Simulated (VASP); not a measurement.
# Bi2Se3 (R-3m) in VASP: further runs, part 2 of 2

VASP 6.6.1. The steps go on from the part before.

## Step 4: Single point, PBEsol (equal xx and yy strain of +2 %)

Contents of INCAR:

```
SYSTEM = Bi2Se3
  PREC = Accurate
  ENCUT = 520
  EDIFF = 1E-6
  ISMEAR = -1
  SIGMA = 0.03
  LREAL = .False.
  LASPH = .True.
  NELM = 100
  ALGO = Normal
  ISIF = 2
  LWAVE = .False.
  LCHARG = .False.
  GGA = PS
  NBANDS = 32
```

Contents of KPOINTS:

```
regular mesh
0
Gamma
  6 6 6
  0 0 0
```

Contents of POSCAR:

```
Bi2Se3
1.0
    2.1129292827      1.2199002901      9.5453300000
   -2.1129292827      1.2199002901      9.5453300000
    0.0000000000     -2.4398005804      9.5453300000
Bi Se
2 3
Direct
    0.4008000000      0.4008000000      0.4008000000
    0.5992000000      0.5992000000      0.5992000000
    0.0000000000      0.0000000000      0.0000000000
    0.2117000000      0.2117000000      0.2117000000
    0.7883000000      0.7883000000      0.7883000000
```

Potentials or basis: VASP PAW PBE potentials, release 64 (Bi_d, Se).

Command:

```
> cat potpaw_PBE.64/Bi_d/POTCAR potpaw_PBE.64/Se/POTCAR > POTCAR
> mpirun -np 1 vasp_std > vasp.out
```

OUTCAR:

```text
SYSTEM = Bi2Se3
   PREC = Accurate
   ENCUT = 520
   EDIFF = 1E-6
   ISMEAR = -1
   LREAL = .False.
   LASPH = .True.
   NELM = 100
   ISIF = 2
   GGA = PS

 ion  position               nearest neighbor table
   1  0.401  0.401  0.401-   5 2.89   5 2.89   5 2.89   3 3.11   3 3.11   3 3.11
   2  0.599  0.599  0.599-   4 2.89   4 2.89   4 2.89   3 3.11   3 3.11   3 3.11
   3  0.000  0.000  0.000-   2 3.11   2 3.11   1 3.11   1 3.11   2 3.11   1 3.11
   4  0.212  0.212  0.212-   2 2.89   2 2.89   2 2.89
   5  0.788  0.788  0.788-   1 2.89   1 2.89   1 2.89

  LATTYP: Found a trigonal (rhomboedric) cell.
 ALAT       =     9.8522054222
 COS(alpha) =     0.9080116132

  Lattice vectors:

 A1 = (   2.1129292827,   1.2199002901,   9.5453300000)
 A2 = (  -2.1129292827,   1.2199002901,   9.5453300000)
 A3 = (   0.0000000000,  -2.4398005804,   9.5453300000)

Analysis of symmetry for initial positions (statically):
=====================================================================
 Subroutine PRICEL returns:
 Original cell was already a primitive cell.

 Routine SETGRP: Setting up the symmetry group for a
 trigonal (rhombohedral) supercell.

 Subroutine GETGRP returns: Found 12 space group operations
 (whereof 12 operations were pure point group operations)
 out of a pool of 12 trial point group operations.

The static configuration has the point symmetry D_3d.

Analysis of symmetry for dynamics (positions and initial velocities):
=====================================================================
 Subroutine PRICEL returns:
 Original cell was already a primitive cell.

 Routine SETGRP: Setting up the symmetry group for a
 trigonal (rhombohedral) supercell.

 Subroutine GETGRP returns: Found 12 space group operations
 (whereof 12 operations were pure point group operations)
 out of a pool of 12 trial point group operations.

The dynamic configuration has the point symmetry D_3d.

 Subroutine INISYM returns: Found 12 space group operations
 (whereof 12 operations are pure point group operations),
 and found     1 'primitive' translations

----------------------------------------------------------------------------------------

                                     Primitive cell

  volume of cell :     147.6221

  direct lattice vectors                    reciprocal lattice vectors
     2.112929283  1.219900290  9.545330000     0.236638303  0.136623188  0.034921091
    -2.112929283  1.219900290  9.545330000    -0.236638303  0.136623188  0.034921091
     0.000000000 -2.439800580  9.545330000     0.000000000 -0.273246376  0.034921091

  length of vectors
     9.852205422  9.852205422  9.852205422     0.275468809  0.275468809  0.275468809

  position of ions in fractional coordinates (direct lattice)
     0.400800000  0.400800000  0.400800000
     0.599200000  0.599200000  0.599200000
     0.000000000  0.000000000  0.000000000
     0.211700000  0.211700000  0.211700000
     0.788300000  0.788300000  0.788300000

  ion indices of the primitive-cell ions
   primitive index   ion index
                 1           1
                 2           2
[... 24 lines left out ...]

 Subroutine IBZKPT returns following result:
 ===========================================

 Found     32 irreducible k-points:

 Following reciprocal coordinates:
            Coordinates               Weight
  0.000000  0.000000  0.000000      1.000000
  0.166667  0.000000  0.000000      6.000000
  0.333333  0.000000  0.000000      6.000000
  0.500000  0.000000  0.000000      3.000000
  0.166667  0.166667  0.000000      6.000000
  0.333333  0.166667  0.000000     12.000000
[... 16 lines left out ...]
  0.500000  0.500000  0.166667      6.000000
 -0.333333  0.500000  0.166667     12.000000
 [... further k-points ...]
   k-points           NKPTS =     32   k-points in BZ     NKDIM =     32   number of bands    NBANDS=     32
   number of dos      NEDOS =    301   number of ions     NIONS =      5
   total plane-waves  NPLWV = 512000
   dimension x,y,z NGX =    80 NGY =   80 NGZ =   80
   dimension x,y,z NGXF=   160 NGYF=  160 NGZF=  160
   ions per type =               2   3
   NGX,Y,Z   is equivalent  to a cutoff of  13.50, 13.50, 13.50 a.u.
   NGXF,Y,Z  is equivalent  to a cutoff of  27.00, 27.00, 27.00 a.u.
 SYSTEM =  Bi2Se3
   PREC   = accura    normal or accurate (medium, high low for compatibility)
   ISTART =      0    job   : 0-new  1-cont  2-samecut
   ICHARG =      2    charge: 1-file 2-atom 10-const
   ISPIN  =      1    spin polarized calculation?
   LNONCOLLINEAR =      F non collinear calculations
   LSORBIT =      F    spin-orbit coupling
   LASPH  =      T    aspherical Exc in radial PAW
   ENCUT  =  520.0 eV  38.22 Ry    6.18 a.u.  18.32 18.32 18.32*2*pi/ulx,y,z
   NELM   =    100;   NELMIN=  2; NELMDL= -5     # of ELM steps
   EDIFF  = 0.1E-05   stopping-criterion for ELM
   LREAL  =      F    real-space projection
   EDIFFG = 0.1E-04   stopping-criterion for IOM
   NSW    =      0    number of steps for IOM
   IBRION =     -1    ionic relax: 0-MD 1-quasi-New 2-CG
   NFREE  =      0    steps in history (QN), initial steepest desc. (CG)
   ISIF   =      2    stress and relaxation
   ISYM   =      2    0-nonsym 1-usesym 2-fastsym
   POTIM  = 0.5000    time-step for ionic-motion
   TEBEG  =    0.0;   TEEND  =   0.0 temperature during run
   PSTRESS=    0.0 pullay stress
   NELECT =      48.0000    total number of electrons
   NUPDOWN=      -1.0000    fix difference up-down
   EMIN   =  10.00;   EMAX   =-10.00  energy-range for DOS
   EFERMI =   0.00;   METHOD = LEGACY
   ISMEAR =    -1;   SIGMA  =   0.03  broadening in eV -4-tet -1-fermi 0-gaus
   EFERMI_NEDOS =   21; number of points for ismear=-14 and -15
   IALGO  =     38    algorithm
   IMIX   =      4    mixing-type and parameters
     AMIX     =   0.40;   BMIX     =  1.00
     AMIX_MAG =   1.60;   BMIX_MAG =  1.00
  volume/ion in A,a.u.               =      29.52       199.24
  Fermi-wavevector in a.u.,A,eV,Ry     =   1.125740  2.127340 17.242533  1.267290
  Thomas-Fermi vector in A             =   2.262418
   LORBIT       =      0    0 simple, 1 ext, 2 COOP (PROOUT), +10 PAW based schemes
   GGA     = PS    functional components
   LHFCALC =     F    Hartree Fock is set to
   AEXX    =    0.0000 exact exchange contribution
   IVDW    =     0    specifies the selected vdW correction
   LEPSILON=     F    determine dielectric tensor
   LRPA    =     F    only Hartree local field effects (RPA)
 non-spin polarized calculation
  energy-cutoff  :      520.00
  volume of cell :      147.62
 maximum number of plane-waves:      3998
 NGX is ok and might be reduce to    80
   NGX = 37   NGY = 37   NGZ = 37

 number of electron      47.9999997 magnetization

 Free energy of the ion-electron system (eV)
  ---------------------------------------------------
  ext. energy  EPLUGINS =         0.00000000
  ---------------------------------------------------
  free energy    TOTEN  =       -21.99250337 eV

  energy without entropy =      -21.99228100  energy(sigma->0) =      -21.99239218

 E-fermi :   4.3720     XC(G=0):  -9.5043

 val. band max:        4.3157989342   @ k =   0.0000   0.0000   0.0000
 cond. band min:       4.4280408365   @ k =   0.0000   0.0000   0.0000
 fundamental gap:      0.1122419024
 Fermi energy:         4.3719744768

 k-point     1 :       0.0000    0.0000    0.0000
  band No.  band energies     occupation
      1     -18.6219      2.00000
      2     -18.6219      2.00000
      3     -18.6203      2.00000
      4     -18.6203      2.00000
      5     -18.6187      2.00000
      6     -18.6165      2.00000
[... 829 lines left out ...]
     31       9.1137      0.00000
     32      10.8148      0.00000

 [... further k-points ...]

------------------------ aborting loop because EDIFF is reached ----------------------------------------

  FORCE on cell =-STRESS in cart. coord.  units (eV):
  Direction    XX          YY          ZZ          XY          YZ          ZX
  --------------------------------------------------------------------------------------
  -------------------------------------------------------------------------------------
  Total       -2.6519446     -2.6519446     -1.8634898      0.0000000      0.0000000      0.0000000
  in kB      -28.7821698    -28.7821698    -20.2248870      0.0000000      0.0000000      0.0000000
  external PRESSURE =     -25.9297422 kB  Pullay stress =       0.0000000 kB

 VOLUME and BASIS-vectors are now :
 -----------------------------------------------------------------------------
  energy-cutoff  :      520.00
  volume of cell :      147.62
      direct lattice vectors                 reciprocal lattice vectors
     2.112929283  1.219900290  9.545330000     0.236638303  0.136623188  0.034921091
    -2.112929283  1.219900290  9.545330000    -0.236638303  0.136623188  0.034921091
     0.000000000 -2.439800580  9.545330000     0.000000000 -0.273246376  0.034921091

 POSITION                                       TOTAL-FORCE (eV/Angst)
 -----------------------------------------------------------------------------------
      0.00000     -0.00000     11.47730         0.000000      0.000000     -0.060636
      0.00000     -0.00000     17.15869         0.000000     -0.000000      0.060636
      0.00000      0.00000      0.00000         0.000000     -0.000000      0.000000
      0.00000     -0.00000      6.06224         0.000000     -0.000000      0.147447
      0.00000     -0.00000     22.57375         0.000000      0.000000     -0.147447
 -----------------------------------------------------------------------------------
    total drift:                                0.000000      0.000000     -0.000000

  FREE ENERGIE OF THE ION-ELECTRON SYSTEM (eV)
  ---------------------------------------------------
  free  energy   TOTEN  =       -21.9925033697 eV

  energy  without entropy=      -21.9922809993  energy(sigma->0) =      -21.99239218
```

Wall time 14 min (1 thread of Intel Xeon Platinum 8488C (Sapphire Rapids), shared host); peak memory 0.93 GiB.

Results:

```yaml
Free_energy: -21.9925 eV
Pressure: -2.6 GPa
Largest_force: 0.147 eV/Å
Band_gap_on_the_k_mesh: 0.11 eV
```

Forces on the atoms (eV/Å):
```
Bi   0.000  0.000 -0.061
Bi   0.000  0.000  0.061
Se   0.000  0.000  0.000
Se   0.000  0.000  0.147
Se   0.000  0.000 -0.147
```

Caveat: the cell differs from its parent crystal (equal xx and yy strain of +2 %); the PAW data sets were made with another functional, which shifts forces and pressure a little; spin-orbit coupling is left out, which moves the levels of the heavy elements.

## Step 5: Overview

```csv
cell,gap on the mesh (eV),pressure (GPa),largest force (eV/Å)
"a = 9.823 Å, angles 23.6°, 5 atoms",0.19,4.1,0.55
"a = 9.835 Å, angles 24.1°, 5 atoms",0.16,1.0,0.27
"a = 9.852 Å, angles 24.8°, 5 atoms",0.11,-2.6,0.15
```

Alike in all rows: task single point; level PBEsol; potentials or basis VASP PAW PBE potentials, release 64 (Bi_d, Se); no spin polarisation; k mesh 6 × 6 × 6; cutoff (eV) 520; smearing fermi-dirac 0.03 eV.

Caveats: the PAW data sets were made with another functional, which shifts forces and pressure a little; spin-orbit coupling is left out, which moves the levels of the heavy elements; the cell stands under pressure (at least some runs).

Absolute energies hang on the potentials; compare differences alone.
